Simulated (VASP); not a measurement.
The system is CoO.

```
Co O
1.0
     1.52528    0.88062    2.47203
    -1.52528    0.88062    2.47203
     0.00000   -1.76124    2.47203
Co O
1 1
Direct
  0.00000 0.00000 0.00000
  0.50000 0.50000 0.50000
```

Base run:

```yaml
Program: VASP 6.6.1
Functional: PBE
Potentials_or_basis: VASP PAW PBE potentials, release 64 (Co, O)
Cutoff: 520 eV
k_mesh: 11 × 11 × 11
Occupations: fermi-dirac, width 0.05 eV
Spin: collinear spin, ferromagnetic start
Starting_moments: "[2.0, 0.0] μB"
```

Its results: pressure -6.7 GPa; net moment 2.95 μB per cell; site moments Co +2.59; O +0.31 μB.

Task: The run is repeated on the same cell with these changes: functional from PBE to PBEsol. What comes out?

Result: Pressure -15.5 GPa; net moment 2.97 μB per cell; site moments Co +2.60; O +0.32 μB.

PBEsol binds more tightly than PBE, so the same cell stands under less pressure.

Caveats: a cell with one magnetic atom can't hold antiferromagnetic order, which such compounds often take; the PAW data sets were made with another functional, which shifts forces and pressure a little (some runs).
